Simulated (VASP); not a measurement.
# TaN (Fm-3m) in VASP: a series of runs

Runs on TaN. Level: PBEsol. Tasks: vibrations by perturbation theory, elastic constants, density of states.

Everything below comes from runs of VASP 6.6.1. Logs are shortened: lines on timing, memory, paths and dates and some standing lists are left out, and cuts for length are marked.

### Step 1. The cell of the first run

The structure is cubic, space group Fm-3m (No. 225). The conventional cell has a = 4.423 Å, b = 4.423 Å, c = 4.423 Å, α = 90.00°, β = 90.00°, γ = 90.00°. Within 2.9 Å of Ta (site symmetry m-3m) lie 6 N at 2.21 Å. N (site symmetry m-3m) has 6 Ta at 2.21 Å within 2.9 Å.

### Step 2. Vibrations by perturbation theory, PBEsol

Contents of INCAR:

```
SYSTEM = TaN
ALGO = Normal
EDIFF = 1E-8
ENCUT = 520
GGA = PS
IBRION = 8
ISIF = 2
ISMEAR = -1
LASPH = .True.
LCHARG = .False.
LREAL = .False.
LWAVE = .False.
NBANDS = 15
NELM = 60
NSW = 1
PREC = Accurate
SIGMA = 0.05
```

Contents of KPOINTS:

```
k-points
0
Gamma
  10 10 10
  0 0 0
```

Contents of POSCAR:

```
TaN
1.0
    0.0000000000      2.2113230000      2.2113230000
    2.2113230000      0.0000000000      2.2113230000
    2.2113230000      2.2113230000      0.0000000000
Ta N
1 1
Direct
    0.5000000000      0.5000000000      0.5000000000
    0.0000000000      0.0000000000      0.0000000000
```

Potentials or basis: VASP PAW PBE potentials, release 64 (Ta_pv, N).

On the command line:

```console
cat potpaw_PBE.64/Ta_pv/POTCAR potpaw_PBE.64/N/POTCAR > POTCAR
mpirun -np 1 vasp_std > vasp.out
```

OUTCAR:

```text
SYSTEM = TaN
   EDIFF = 1E-8
   ENCUT = 520
   GGA = PS
   IBRION = 8
   ISIF = 2
   ISMEAR = -1
   LASPH = .True.
   LREAL = .False.
   NELM = 60
   NSW = 1
   PREC = Accurate

 ion  position               nearest neighbor table
   1  0.500  0.500  0.500-   2 2.21   2 2.21   2 2.21   2 2.21   2 2.21   2 2.21
   2  0.000  0.000  0.000-   1 2.21   1 2.21   1 2.21   1 2.21   1 2.21   1 2.21

  LATTYP: Found a face centered cubic cell.
 ALAT       =     4.4226460000

  Lattice vectors:

 A1 = (   0.0000000000,   2.2113230000,   2.2113230000)
 A2 = (   2.2113230000,   0.0000000000,   2.2113230000)
 A3 = (   2.2113230000,   2.2113230000,   0.0000000000)

Analysis of symmetry for initial positions (statically):
=====================================================================
 Subroutine PRICEL returns:
 Original cell was already a primitive cell.

 Routine SETGRP: Setting up the symmetry group for a
 face centered cubic supercell.

 Subroutine GETGRP returns: Found 48 space group operations
 (whereof 48 operations were pure point group operations)
 out of a pool of 48 trial point group operations.

The static configuration has the point symmetry O_h .

Analysis of symmetry for dynamics (positions and initial velocities):
=====================================================================
 Subroutine PRICEL returns:
 Original cell was already a primitive cell.

 Routine SETGRP: Setting up the symmetry group for a
 face centered cubic supercell.

 Subroutine GETGRP returns: Found 48 space group operations
 (whereof 48 operations were pure point group operations)
 out of a pool of 48 trial point group operations.

The dynamic configuration has the point symmetry O_h .

 Subroutine INISYM returns: Found 48 space group operations
 (whereof 48 operations are pure point group operations),
 and found     1 'primitive' translations

----------------------------------------------------------------------------------------

                                     Primitive cell

  volume of cell :      21.6265

  direct lattice vectors                    reciprocal lattice vectors
     0.000000000  2.211323000  2.211323000    -0.226108985  0.226108985  0.226108985
     2.211323000  0.000000000  2.211323000     0.226108985 -0.226108985  0.226108985
     2.211323000  2.211323000  0.000000000     0.226108985  0.226108985 -0.226108985

  length of vectors
     3.127282977  3.127282977  3.127282977     0.391632251  0.391632251  0.391632251

  position of ions in fractional coordinates (direct lattice)
     0.500000000  0.500000000  0.500000000
     0.000000000  0.000000000  0.000000000

  ion indices of the primitive-cell ions
   primitive index   ion index
                 1           1
                 2           2

----------------------------------------------------------------------------------------

 KPOINTS: k-points

Automatic generation of k-mesh.
 Grid dimensions read from file:
 generate k-points for:   10   10   10

 Generating k-lattice:

  Cartesian coordinates                     Fractional coordinates (reciprocal lattice)
    -0.022610899  0.022610899  0.022610899     0.100000000  0.000000000  0.000000000
     0.022610899 -0.022610899  0.022610899     0.000000000  0.100000000  0.000000000
     0.022610899  0.022610899 -0.022610899     0.000000000  0.000000000  0.100000000

  Length of vectors
[... 84 lines left out ...]
   LEPSILON=     F    determine dielectric tensor
   LRPA    =     F    only Hartree local field effects (RPA)
 non-spin polarized calculation
  energy-cutoff  :      520.00
  volume of cell :       21.63
 maximum number of plane-waves:       592
   NGX = 11   NGY = 11   NGZ = 11

--------------------------------------- Ionic step        1  -------------------------------------------

 number of electron      16.0000003 magnetization

 Free energy of the ion-electron system (eV)
  ---------------------------------------------------
  ext. energy  EPLUGINS =         0.00000000
  ---------------------------------------------------
  free energy    TOTEN  =       -23.20791950 eV

  energy without entropy =      -23.20174527  energy(sigma->0) =      -23.20483238

 E-fermi :   9.2098     XC(G=0): -13.4968

 val. band max:        9.2015577347   @ k =   0.0000   0.0000   0.0000
 cond. band min:       9.2487435914   @ k =  -0.3000   0.3000   0.1000
 fundamental gap:      0.0471858567
 Fermi energy:         9.2097792552

 k-point     1 :       0.0000    0.0000    0.0000
  band No.  band energies     occupation
      1     -26.5657      2.00000
      2     -26.5657      2.00000
      3     -26.5657      2.00000
      4      -9.4736      2.00000
      5       5.4500      2.00000
      6       5.4500      2.00000
      7       5.4500      2.00000
      8       7.0984      2.00000
      9       7.0984      2.00000
     10       7.0984      2.00000
     11       9.2016      1.08203
     12       9.2016      1.08203
     13      10.5861      0.00000
     14      18.5534      0.00000
[... 401 lines left out ...]
      2     -26.7952      2.00000
      3     -26.7709      2.00000
      4      -7.9168      2.00000
      5       1.3187      2.00000
      6       3.3771      2.00000
      7       4.0599      2.00000
      8       5.3769      2.00000
      9      11.2780      0.00000
     10      12.0448      0.00000
     11      12.1225      0.00000
     12      12.9374      0.00000
     13      17.4094      0.00000
     14      19.6105      0.00000
     15      21.5132      0.00000

 [... further k-points ...]

------------------------ aborting loop because EDIFF is reached ----------------------------------------

  FORCE on cell =-STRESS in cart. coord.  units (eV):
  Direction    XX          YY          ZZ          XY          YZ          ZX
  --------------------------------------------------------------------------------------
  -------------------------------------------------------------------------------------
  Total       -1.3369090     -1.3369090     -1.3369090      0.0000000      0.0000000      0.0000000
  in kB      -99.0434775    -99.0434775    -99.0434775      0.0000000      0.0000000      0.0000000
  external PRESSURE =     -99.0434775 kB  Pullay stress =       0.0000000 kB

 VOLUME and BASIS-vectors are now :
 -----------------------------------------------------------------------------
  energy-cutoff  :      520.00
  volume of cell :       21.63
      direct lattice vectors                 reciprocal lattice vectors
     0.000000000  2.211323000  2.211323000    -0.226108985  0.226108985  0.226108985
     2.211323000  0.000000000  2.211323000     0.226108985 -0.226108985  0.226108985
     2.211323000  2.211323000  0.000000000     0.226108985  0.226108985 -0.226108985

 POSITION                                       TOTAL-FORCE (eV/Angst)
 -----------------------------------------------------------------------------------
      2.21132      2.21132      2.21132         0.000000      0.000000      0.000000
      0.00000      0.00000      0.00000         0.000000      0.000000      0.000000
 -----------------------------------------------------------------------------------
    total drift:                                0.000000     -0.000000     -0.000000

  FREE ENERGIE OF THE ION-ELECTRON SYSTEM (eV)
  ---------------------------------------------------
  free  energy   TOTEN  =       -23.2079195027 eV

  energy  without entropy=      -23.2017452651  energy(sigma->0) =      -23.20483238

[... ionic steps 2 to 3 ...]

--------------------------------------- Ionic step        4  -------------------------------------------

------------------------ aborting loop because EDIFF is reached ----------------------------------------

[... ionic steps 5 to 6 ...]

--------------------------------------- Ionic step        7  -------------------------------------------

 Free energy of the ion-electron system (eV)
  ---------------------------------------------------
  ---------------------------------------------------
  free energy    TOTEN  =        -0.23291078 eV

  energy without entropy =       -0.23291078

------------------------ aborting loop because EDIFF is reached ----------------------------------------

 INTERNAL STRAIN TENSOR  FOR ION    2  DIRECTION 1   (eV/Angst):
 -----------------------------------------------------------------------------
     0.09251 -0.00000  0.00000
    -0.00000 -0.04371 -0.00000
     0.00000 -0.00000 -0.04371

 INTERNAL STRAIN TENSOR FOR ION    2 for displacements in x,y,z  (eV/Angst):
          X           Y           Z          XY          YZ          ZX
  --------------------------------------------------------------------------------
  x     0.00000     0.00000     0.00000     0.00000     0.00000     0.00000
  y     0.00000     0.00000     0.00000     0.00000     0.00000     0.00000
  z     0.00000     0.00000     0.00000     0.00000     0.00000     0.00000

 SECOND DERIVATIVES (NOT SYMMETRIZED)
 ------------------------------------
               1X          1Y          1Z          2X          2Y          2Z
  1X    -6.426285    0.000000    0.000000    6.426285    0.000000    0.000000
  1Y     0.000000   -6.426285    0.000000    0.000000    6.426285    0.000000
  1Z     0.000000    0.000000   -6.426285    0.000000    0.000000    6.426285
  2X     6.427774    0.000000    0.000000   -6.427774    0.000000    0.000000
  2Y     0.000000    6.427774    0.000000    0.000000   -6.427774    0.000000
  2Z     0.000000    0.000000    6.427774    0.000000    0.000000   -6.427774

 Eigenvectors and eigenvalues of the dynamical matrix
 ----------------------------------------------------

   1 f  =   10.994652 THz    69.081435 2PiTHz  366.742110 cm-1    45.470206 meV
             X         Y         Z           dx          dy          dz
      2.211323  2.211323  2.211323     0.000000    0.267961    0.000000
      0.000000  0.000000  0.000000     0.000000   -0.963430    0.000000
[... 21 lines left out ...]
   6 f/i=    0.000329 THz     0.002066 2PiTHz    0.010967 cm-1     0.001360 meV
             X         Y         Z           dx          dy          dz
      2.211323  2.211323  2.211323     0.000000    0.000000    0.963430
      0.000000  0.000000  0.000000     0.000000    0.000000    0.267961

--------------------------------------------------------------------------------------------------------

 ELASTIC MODULI CONTR FROM IONIC RELAXATION (kBar)
 Direction    XX          YY          ZZ          XY          YZ          ZX
 --------------------------------------------------------------------------------
 XX           0.0000      0.0000      0.0000      0.0000      0.0000      0.0000
 YY           0.0000      0.0000      0.0000      0.0000      0.0000      0.0000
 ZZ           0.0000      0.0000      0.0000      0.0000      0.0000      0.0000
 XY           0.0000      0.0000      0.0000      0.0000      0.0000      0.0000
 YZ           0.0000      0.0000      0.0000      0.0000      0.0000      0.0000
 ZX           0.0000      0.0000      0.0000      0.0000      0.0000      0.0000
 --------------------------------------------------------------------------------
```

It took 67 s on 1 thread of AMD EPYC 9R45 (Zen 5), shared host; peak memory 0.19 GiB.

What came out:

```yaml
Highest_phonon_frequency_at_Γ_LO-TO_splitting_left_out: 367 cm⁻¹
```

Phonon frequencies in cm⁻¹ (negative: imaginary):
```csv
q point,frequencies
"(0.000, 0.000, 0.000)",0 0 0 367 367 367
```

Caveat: the cell wasn't relaxed at this level first, which shifts response properties; the PAW data sets were made with another functional, which shifts forces and pressure a little; spin-orbit coupling is left out, which moves the levels of the heavy elements.

### Step 3. Elastic constants, PBEsol

Contents of INCAR:

```
SYSTEM = TaN
ALGO = Normal
EDIFF = 1E-8
ENCUT = 600
GGA = PS
IBRION = 6
ISIF = 3
ISMEAR = -1
LASPH = .True.
LCHARG = .False.
LREAL = .False.
LWAVE = .False.
NBANDS = 15
NELM = 100
NFREE = 2
NSW = 1
POTIM = 0.015
PREC = Accurate
SIGMA = 0.05
```

Contents of KPOINTS:

```
k-points
0
Gamma
  7 7 7
  0 0 0
```

POSCAR is that of step 2.

Potentials or basis: VASP PAW PBE potentials, release 64 (Ta_pv, N).

On the command line:

```console
cat potpaw_PBE.64/Ta_pv/POTCAR potpaw_PBE.64/N/POTCAR > POTCAR
mpirun -np 1 vasp_std > vasp.out
```

OUTCAR:

```text
SYSTEM = TaN
   EDIFF = 1E-8
   ENCUT = 600
   GGA = PS
   IBRION = 6
   ISIF = 3
   ISMEAR = -1
   LASPH = .True.
   LREAL = .False.
   NELM = 100
   NFREE = 2
   NSW = 1
   POTIM = 0.015
   PREC = Accurate

 ion  position               nearest neighbor table
[... 877 lines left out ...]
   1 f  =    7.336350 THz    46.095649 2PiTHz  244.714306 cm-1    30.340693 meV
             X         Y         Z           dx          dy          dz
      2.211323  2.211323  2.211323    -0.267956    0.000000   -0.000000
      0.000000  0.000000  0.000000     0.963431   -0.000000   -0.000000
[... 21 lines left out ...]
   6 f/i=    0.000262 THz     0.001648 2PiTHz    0.008747 cm-1     0.001085 meV
             X         Y         Z           dx          dy          dz
      2.211323  2.211323  2.211323     0.818119   -0.505749    0.055669
      0.000000  0.000000  0.000000     0.227541   -0.140662    0.015483

--------------------------------------------------------------------------------------------------------

 ELASTIC MODULI CONTR FROM IONIC RELAXATION (kBar)
 Direction    XX          YY          ZZ          XY          YZ          ZX
 --------------------------------------------------------------------------------
 XX           0.0000      0.0000      0.0000      0.0000      0.0000      0.0000
 YY           0.0000      0.0000      0.0000      0.0000      0.0000      0.0000
 ZZ           0.0000      0.0000      0.0000      0.0000      0.0000      0.0000
 XY           0.0000      0.0000      0.0000      0.0000      0.0000      0.0000
 YZ           0.0000      0.0000      0.0000      0.0000      0.0000      0.0000
 ZX           0.0000      0.0000      0.0000      0.0000      0.0000      0.0000
 --------------------------------------------------------------------------------

 TOTAL ELASTIC MODULI (kBar)
 Direction    XX          YY          ZZ          XY          YZ          ZX
 --------------------------------------------------------------------------------
 XX        6823.8646   1446.8989   1446.8989     -0.0000      0.0000     -0.0000
 YY        1446.8989   6823.8646   1446.8989      0.0000     -0.0000     -0.0000
 ZZ        1446.8989   1446.8989   6823.8646     -0.0000      0.0000      0.0000
 XY          -0.0000      0.0000     -0.0000    -30.8146     -0.0000      0.0000
 YZ           0.0000     -0.0000      0.0000     -0.0000    -30.8146      0.0000
 ZX          -0.0000     -0.0000      0.0000      0.0000      0.0000    -30.8146
 --------------------------------------------------------------------------------
```

Run time: 2.6 min. Hardware: 1 thread of Intel Xeon 6975P-C (Granite Rapids), shared host; peak memory 0.21 GiB.

What came out:

```
Elastic constants C11, C12, C44                         : 682, 145, -3 GPa
Voigt bulk modulus                                      : 324 GPa
Highest phonon frequency at Γ, LO-TO splitting left out : 245 cm⁻¹
```

Phonon frequencies in cm⁻¹ (negative: imaginary):
| q point | frequencies |
| --- | --- |
| (0.000, 0.000, 0.000) | 0 0 0 245 245 245 |

Elastic tensor in Voigt notation (GPa, in the Cartesian axes of the cell as first typed):
```
682 145 145   0   0   0
145 682 145   0   0   0
145 145 682   0   0   0
  0   0   0  -3   0   0
  0   0   0   0  -3   0
  0   0   0   0   0  -3
```

Clamped-ion elastic tensor (GPa):
```
682 145 145   0   0   0
145 682 145   0   0   0
145 145 682   0   0   0
  0   0   0  -3   0   0
  0   0   0   0  -3   0
  0   0   0   0   0  -3
```

Caveat: the cell is under stress, which shifts elastic constants; the elastic tensor has a negative eigenvalue, so either the cell is unstable as it stands or the mesh is too thin; the PAW data sets were made with another functional, which shifts forces and pressure a little; spin-orbit coupling is left out, which moves the levels of the heavy elements.

### Step 4. Density of states, PBEsol

POSCAR is that of step 3.

Contents of INCAR.step1:

```
ALGO = Normal ; EDIFF = 1E-6
ENCUT = 520 ; GGA = PS
ISIF = 2 ; ISMEAR = -1
LASPH = T ; LCHARG = T
LMAXMIX = 4 ; LREAL = F
LWAVE = F ; NBANDS = 15
NELM = 100 ; PREC = Accurate
SIGMA = 0.05
```

Contents of KPOINTS.step1:

```
k-points
0
Gamma
  10 10 10
```

Contents of INCAR.step2:

```
ALGO = Normal ; EDIFF = 1E-6
ENCUT = 520 ; GGA = PS
ICHARG = 11 ; ISIF = 2
ISMEAR = -5 ; LASPH = T
LCHARG = F ; LMAXMIX = 4
LORBIT = 11 ; LREAL = F
LWAVE = F ; NBANDS = 15
NEDOS = 2001 ; NELM = 100
PREC = Accurate ; SIGMA = 0.05
```

Contents of KPOINTS.step2:

```
k-points
0
Gamma
  15 15 15
```

On the command line:

```console
cat potpaw_PBE.64/Ta_pv/POTCAR potpaw_PBE.64/N/POTCAR > POTCAR
cp INCAR.step1 INCAR
cp KPOINTS.step1 KPOINTS
mpirun -np 1 vasp_std > vasp.out
cp INCAR.step2 INCAR
cp KPOINTS.step2 KPOINTS
mpirun -np 1 vasp_std > vasp.out
```

Wall time 35 s (1 thread of Intel Xeon 8259CL, shared host); peak memory 0.16 GiB.

The run converged. Its results:

```yaml
Valence_electrons_inside_the_program's_atomic_spheres: Ta 8.92; N 3.73
```

Levels at points of the mesh, in eV from the Fermi level:
```
           k point  band 5  band 6  band 7  band 8  band 9  band 10  band 11  band 12
(0.00, 0.00, 0.00)   -3.72   -3.72   -3.72   -2.07   -2.07    -2.07     0.03     0.03
```

Caveat: the PAW data sets were made with another functional, which shifts forces and pressure a little; spin-orbit coupling is left out, which moves the levels of the heavy elements; tetrahedron occupations give inexact forces and stress in metals.
